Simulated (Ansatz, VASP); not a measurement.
# Two plane-wave programs on Te2Mo

The input INCAR:

```
SYSTEM = Te2Mo
PREC = Accurate ; ENCUT = 520
EDIFF = 1E-6 ; ISMEAR = -1
SIGMA = 0.05 ; LREAL = .FALSE.
LASPH = .TRUE. ; NELM = 60
ALGO = Normal ; ISIF = 2
LWAVE = .FALSE. ; LCHARG = .TRUE.
GGA = PE ; LELF = .TRUE.
LVHAR = .TRUE. ; NBANDS = 35
```

Contents of KPOINTS:

```
regular mesh
0
G
  8 8 2
  0 0 0
```

The input POSCAR:

```
Te2Mo
1.0
    3.6096224254      0.0000000000      0.0000000000
   -1.8048112127      3.1260251539      0.0000000000
    0.0000000000      0.0000000000     14.3367119331
Te Mo
4 2
Direct
    0.3333333333      0.6666666667      0.6210000000
    0.6666666667      0.3333333333      0.1210000000
    0.3333333333      0.6666666667      0.8790000000
    0.6666666667      0.3333333333      0.3790000000
    0.3333333333      0.6666666667      0.2500000000
    0.6666666667      0.3333333333      0.7500000000
```

Input for Ansatz:

```yaml
crystal:
  lattice:
    - [3.6096224253587734, 0.0, 0.0]
    - [-1.8048112126793867, 3.126025153864705, 0.0]
    - [0.0, 0.0, 14.336711933088894]
  atoms:
    - { symbol: Te, position: [0.3333333333333333, 0.6666666666666666, 0.621] }
    - { symbol: Te, position: [0.6666666666666666, 0.3333333333333333, 0.121] }
    - { symbol: Te, position: [0.3333333333333333, 0.6666666666666666, 0.879] }
    - { symbol: Te, position: [0.6666666666666666, 0.3333333333333333, 0.379] }
    - { symbol: Mo, position: [0.3333333333333333, 0.6666666666666666, 0.25] }
    - { symbol: Mo, position: [0.6666666666666666, 0.3333333333333333, 0.75] }
basis:
  ecutwfc: 500.0
kpoints:
  mp_grid:
    grid: [8, 8, 2]
hamiltonian:
  xc: pbe
scf:
  occupations:
    method: fermi_dirac
    width: 0.05
output:
  stress: true
```

Alike in both runs: task single point; functional PBE; k mesh 8 × 8 × 2; occupations fermi-dirac, width 0.05 eV; no spin polarisation.

|  | VASP | Ansatz |
| --- | --- | --- |
| version | VASP 6.6.1 | Ansatz 0.2.0 |
| potentials or method | VASP PAW PBE potentials, release 64 (Te, Mo_sv), cutoff 520 eV | plane waves, PAW |
| valence electrons in the cell | 52 | 92 |

|  | VASP | Ansatz | Ansatz less VASP |
| --- | --- | --- | --- |
| pressure (GPa) | -4.0 | -4.0 | -0.01 |
| traceless stress, the component that is largest in VASP (GPa) | -0.64 | -0.68 | -0.040 |

With one functional, cell and mesh, what is left measures potentials, basis and numerics. VASP's potentials hold 52 valence electrons a cell and Ansatz's 92, so a difference there can come from the potentials and not from the codes.

Spin-orbit coupling is off throughout.
